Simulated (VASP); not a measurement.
# Os (Fm-3m) in VASP: further runs, part 2 of 2

VASP 6.6.1.

**5. Single point, RPBE**

This run uses another cell than the first one, of 14.50 Å³/atom, 1.136 times its volume.

Input file INCAR:

```
SYSTEM = Os
PREC     = Accurate       ! precision mode
ENCUT    = 520            ! plane-wave cutoff, eV
EDIFF    = 1E-6           ! SCF threshold, eV
ISMEAR   = -1             ! smearing method
SIGMA    = 0.1            ! smearing width, eV
LREAL    = .False.        ! projectors in reciprocal space
LASPH    = .True.         ! aspherical terms in the spheres
NELM     = 80             ! most SCF steps
ALGO     = Normal         ! electronic algorithm
ISIF     = 2              ! what is computed and relaxed
LWAVE    = .False.        ! write WAVECAR
LCHARG   = .True.         ! write CHGCAR
GGA      = RP             ! functional
LELF     = .True.         ! ELF
LVHAR    = .True.       
NBANDS   = 10             ! bands
```

Input file KPOINTS:

```
regular mesh
0
Gamma
  16 16 16
  0 0 0
```

Input file POSCAR:

```
Os
1.0
    0.0000000000      1.9353434115      1.9353434115
    1.9353434115      0.0000000000      1.9353434115
    1.9353434115      1.9353434115      0.0000000000
Os
1
Direct
    0.0000000000      0.0000000000      0.0000000000
```

Potentials or basis: VASP PAW PBE potentials, release 64 (Os).

Command:

```bash
> cat potpaw_PBE.64/Os/POTCAR > POTCAR
> mpirun -np 1 vasp_std > vasp.out
```

OUTCAR:

```text
SYSTEM = Os
   PREC = Accurate
   ENCUT = 520
   EDIFF = 1E-6
   ISMEAR = -1
   LREAL = .False.
   LASPH = .True.
   NELM = 80
   ISIF = 2
   GGA = RP

 ion  position               nearest neighbor table
   1  0.000  0.000  0.000-

  LATTYP: Found a face centered cubic cell.
 ALAT       =     3.8706868230

  Lattice vectors:

 A1 = (   0.0000000000,   1.9353434115,   1.9353434115)
 A2 = (   1.9353434115,   0.0000000000,   1.9353434115)
 A3 = (   1.9353434115,   1.9353434115,   0.0000000000)

Analysis of symmetry for initial positions (statically):
=====================================================================
 Subroutine PRICEL returns:
 Original cell was already a primitive cell.

 Routine SETGRP: Setting up the symmetry group for a
 face centered cubic supercell.

 Subroutine GETGRP returns: Found 48 space group operations
 (whereof 48 operations were pure point group operations)
 out of a pool of 48 trial point group operations.

The static configuration has the point symmetry O_h .

Analysis of symmetry for dynamics (positions and initial velocities):
[... 160 lines left out ...]
 fundamental gap:      0.0222641801
 Fermi energy:         8.9322052737

 k-point     1 :       0.0000    0.0000    0.0000
  band No.  band energies     occupation
      1      -1.6001      2.00000
      2       6.0460      2.00000
      3       6.0460      2.00000
      4       6.0460      2.00000
      5       8.9276      1.02314
      6       8.9276      1.02314
      7      23.1225      0.00000
      8      28.7548      0.00000
      9      28.7548      0.00000
     10      28.7548      0.00000
[... 287 lines left out ...]
 k-point    24 :      -0.0625    0.0625    0.0000
  band No.  band energies     occupation
      1      -1.1376      2.00000
      2       5.7533      2.00000
      3       6.2369      2.00000
      4       6.2895      2.00000
      5       8.6363      1.90136
      6       8.9498      0.91205
      7      23.9637      0.00000
      8      27.0510      0.00000
      9      28.9956      0.00000
     10      29.8377      0.00000

 [... further k-points ...]

------------------------ aborting loop because EDIFF is reached ----------------------------------------

  FORCE on cell =-STRESS in cart. coord.  units (eV):
  Direction    XX          YY          ZZ          XY          YZ          ZX
  --------------------------------------------------------------------------------------
  -------------------------------------------------------------------------------------
  Total       -0.0519217     -0.0519217     -0.0519217     -0.0000000     -0.0000000      0.0000000
  in kB       -5.7379288     -5.7379288     -5.7379288     -0.0000000     -0.0000000      0.0000000
  external PRESSURE =      -5.7379288 kB  Pullay stress =       0.0000000 kB

 VOLUME and BASIS-vectors are now :
 -----------------------------------------------------------------------------
  energy-cutoff  :      520.00
  volume of cell :       14.50
      direct lattice vectors                 reciprocal lattice vectors
     0.000000000  1.935343412  1.935343412    -0.258352082  0.258352082  0.258352082
     1.935343412  0.000000000  1.935343412     0.258352082 -0.258352082  0.258352082
     1.935343412  1.935343412  0.000000000     0.258352082  0.258352082 -0.258352082

 POSITION                                       TOTAL-FORCE (eV/Angst)
 -----------------------------------------------------------------------------------
      0.00000      0.00000      0.00000         0.000000     -0.000000     -0.000000
 -----------------------------------------------------------------------------------
    total drift:                                0.000000      0.000000     -0.000000

  FREE ENERGIE OF THE ION-ELECTRON SYSTEM (eV)
  ---------------------------------------------------
  free  energy   TOTEN  =       -10.4778532125 eV

  energy  without entropy=      -10.4502164722  energy(sigma->0) =      -10.46403484
```

Wall time 7 s (1 thread of Intel Xeon 6975P-C (Granite Rapids), shared host); peak memory 0.14 GiB.

Results:

* Free energy: -10.4779 eV
* Pressure: -0.6 GPa
* Band gap on the k mesh: zero (band 4 reaches 11.17 eV, above the bottom of band 5 at 7.31 eV)

Caveat: the PAW data sets were made with another functional, which shifts forces and pressure a little; spin-orbit coupling is left out, which moves the levels of the heavy elements.

**6. Single point, RPBE (volume scaled by 1.04)**

Input file INCAR:

```
PREC     = Accurate       # precision mode
ENCUT    = 520            # plane-wave cutoff, eV
EDIFF    = 1E-6           # SCF threshold, eV
ISMEAR   = -1             # smearing method
SIGMA    = 0.1            # smearing width, eV
LREAL    = F              # projectors in reciprocal space
LASPH    = T              # aspherical terms in the spheres
NELM     = 60             # most SCF steps
ALGO     = Normal         # electronic algorithm
ISIF     = 2              # what is computed and relaxed
LWAVE    = F              # write WAVECAR
LCHARG   = F              # write CHGCAR
GGA      = RP             # functional
NBANDS   = 10             # bands
```

Input file KPOINTS:

```
regular mesh
0
Gamma
  16 16 16
```

Input file POSCAR:

```
Os
1.0
    0.0000000000      1.9608113770      1.9608113770
    1.9608113770      0.0000000000      1.9608113770
    1.9608113770      1.9608113770      0.0000000000
Os
1
Direct
    0.0000000000      0.0000000000      0.0000000000
```

Potentials or basis: VASP PAW PBE potentials, release 64 (Os).

Command:

```bash
> cat potpaw_PBE.64/Os/POTCAR > POTCAR
> mpirun -np 1 vasp_std > vasp.out
```

OUTCAR:

```text
PREC = Accurate
   ENCUT = 520
   EDIFF = 1E-6
   ISMEAR = -1
   LREAL = F
   LASPH = T
   NELM = 60
   ISIF = 2
   GGA = RP

 ion  position               nearest neighbor table
   1  0.000  0.000  0.000-

  LATTYP: Found a face centered cubic cell.
 ALAT       =     3.9216227540

  Lattice vectors:

 A1 = (   0.0000000000,   1.9608113770,   1.9608113770)
 A2 = (   1.9608113770,   0.0000000000,   1.9608113770)
 A3 = (   1.9608113770,   1.9608113770,   0.0000000000)

Analysis of symmetry for initial positions (statically):
=====================================================================
 Subroutine PRICEL returns:
 Original cell was already a primitive cell.

 Routine SETGRP: Setting up the symmetry group for a
 face centered cubic supercell.

 Subroutine GETGRP returns: Found 48 space group operations
 (whereof 48 operations were pure point group operations)
 out of a pool of 48 trial point group operations.

The static configuration has the point symmetry O_h .

Analysis of symmetry for dynamics (positions and initial velocities):
=====================================================================
[... 156 lines left out ...]
 E-fermi :   8.3646     XC(G=0): -13.5932

 val. band max:        8.3579401722   @ k =   0.4375   0.3125   0.1250
 cond. band min:       8.3750254751   @ k =  -0.0625   0.0625   0.0000
 fundamental gap:      0.0170853028
 Fermi energy:         8.3646039433

 k-point     1 :       0.0000    0.0000    0.0000
  band No.  band energies     occupation
      1      -1.8143      2.00000
      2       5.6445      2.00000
      3       5.6445      2.00000
      4       5.6445      2.00000
      5       8.3521      1.06251
      6       8.3521      1.06251
      7      22.5746      0.00000
      8      27.9786      0.00000
      9      27.9786      0.00000
     10      27.9786      0.00000
[... 287 lines left out ...]
 k-point    24 :      -0.0625    0.0625    0.0000
  band No.  band energies     occupation
      1      -1.3709      2.00000
      2       5.3706      2.00000
      3       5.8256      2.00000
      4       5.8743      2.00000
      5       8.0829      1.88720
      6       8.3750      0.94794
      7      23.3672      0.00000
      8      26.3036      0.00000
      9      28.1801      0.00000
     10      29.0101      0.00000

 [... further k-points ...]
[... 5 lines left out ...]
  --------------------------------------------------------------------------------------
  -------------------------------------------------------------------------------------
  Total       -1.3236503     -1.3236503     -1.3236503     -0.0000000      0.0000000      0.0000000
  in kB     -140.6521516   -140.6521516   -140.6521516     -0.0000000      0.0000000      0.0000000
  external PRESSURE =    -140.6521516 kB  Pullay stress =       0.0000000 kB

 VOLUME and BASIS-vectors are now :
 -----------------------------------------------------------------------------
  energy-cutoff  :      520.00
  volume of cell :       15.08
      direct lattice vectors                 reciprocal lattice vectors
     0.000000000  1.960811377  1.960811377    -0.254996480  0.254996480  0.254996480
     1.960811377  0.000000000  1.960811377     0.254996480 -0.254996480  0.254996480
     1.960811377  1.960811377  0.000000000     0.254996480  0.254996480 -0.254996480

 POSITION                                       TOTAL-FORCE (eV/Angst)
 -----------------------------------------------------------------------------------
      0.00000      0.00000      0.00000        -0.000000      0.000000      0.000000
 -----------------------------------------------------------------------------------
    total drift:                               -0.000000      0.000000     -0.000000

  FREE ENERGIE OF THE ION-ELECTRON SYSTEM (eV)
  ---------------------------------------------------
  free  energy   TOTEN  =       -10.4509377221 eV

  energy  without entropy=      -10.4213493906  energy(sigma->0) =      -10.43614356
```

stdout:

```text
POSCAR found type information on POSCAR Os
 POSCAR found :  1 types and       1 ions
 scaLAPACK will be used
 -----------------------------------------------------------------------------
|                                                                             |
|                                                                             |
|     You enforced a specific xc type in the INCAR file but a different       |
|     I HOPE YOU KNOW WHAT YOU ARE DOING!                                     |
|                                                                             |
 -----------------------------------------------------------------------------

 LDA part: xc-table for (Slater+PW92), standard interpolation
 POSCAR, INCAR and KPOINTS ok, starting setup
 FFT: planning ... GRIDC
 FFT: planning ... GRID_SOFT
 FFT: planning ... GRID
 WAVECAR not read
 entering main loop
```

It took 8.8 s on 1 thread of Intel Xeon 6975P-C (Granite Rapids), shared host; peak memory 0.16 GiB.

What came out:

- Free energy: -10.4509 eV
- Pressure: -14.1 GPa
- Band gap on the k mesh: zero (band 4 reaches 10.53 eV, above the bottom of band 5 at 6.85 eV)

Caveat: the cell differs from its parent crystal (volume scaled by 1.04); the PAW data sets were made with another functional, which shifts forces and pressure a little; spin-orbit coupling is left out, which moves the levels of the heavy elements.

**7. The runs side by side**

| cell | gap on the mesh (eV) | pressure (GPa) |
| --- | --- | --- |
| a = 2.623 Å, angles 60.0°, 1 atom | none | 65.9 |
| a = 2.662 Å, angles 60.0°, 1 atom | none | 38.3 |
| a = 2.700 Å, angles 60.0°, 1 atom | none | 16.6 |
| a = 2.737 Å, angles 60.0°, 1 atom | none | -0.6 |
| a = 2.773 Å, angles 60.0°, 1 atom | none | -14.1 |

Alike in all rows: task single point; level RPBE; potentials or basis VASP PAW PBE potentials, release 64 (Os); no spin polarisation; k mesh 16 × 16 × 16; cutoff (eV) 520; smearing fermi-dirac 0.1 eV.

Caveats: the PAW data sets were made with another functional, which shifts forces and pressure a little; spin-orbit coupling is left out, which moves the levels of the heavy elements.

Total energies depend on the potentials used, so only differences within one code and one set of settings carry meaning.
